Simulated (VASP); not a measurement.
A run of VASP 6.6.1:

INCAR

```
PREC = Accurate ; ENCUT = 520
EDIFF = 1E-6 ; ISMEAR = 0
SIGMA = 0.05 ; LREAL = F
LASPH = T ; NELM = 80
ALGO = Normal ; ISIF = 2
LWAVE = F ; LCHARG = F
GGA = CA ; NBANDS = 64
```

Contents of KPOINTS:

```
Automatic mesh
0
Gamma
  6 6 6
```

Contents of POSCAR:

```
SnO2
1.0
    3.1092000000      1.7950974570      4.2912000000
   -3.1092000000      1.7950974570      4.2912000000
    0.0000000000     -3.5901949139      4.2912000000
Sn O
4 8
Direct
    0.8645353782      0.8645353782      0.8645353782
    0.3648691645      0.3648691645      0.8648751974
    0.3648691645      0.8648751974      0.3648691645
    0.8648751974      0.3648691645      0.3648691645
    0.1199116729      0.6196051221      0.6196051221
    0.6196051221      0.1199116729      0.6196051221
    0.6196051221      0.6196051221      0.1199116729
    0.6099370359      0.6099370359      0.6099370359
    0.1198492242      0.1198492242      0.1198492242
    0.1096932183      0.1096932183      0.6100024814
    0.1096932183      0.6100024814      0.1096932183
    0.6100024814      0.1096932183      0.1096932183
```

Potentials or basis: VASP PAW LDA potentials, release 64 (Sn_d, O).

Launch:

```bash
$ cat potpaw_LDA.64/Sn_d/POTCAR potpaw_LDA.64/O/POTCAR > POTCAR
$ mpirun -np 1 vasp_std > vasp.out
```

Hardware: 1 thread of Intel(R) Xeon(R) Platinum 8259CL CPU @ 2.50GHz (Skylake/Cascade Lake), on a shared host.

Task: How long does it take, and how much memory?

Result: It took 5 min on 1 thread of Intel(R) Xeon(R) Platinum 8259CL CPU @ 2.50GHz (Skylake/Cascade Lake), with other jobs on the host, peak memory 0.34 GiB. Counts: scf iterations 14, k points 32.
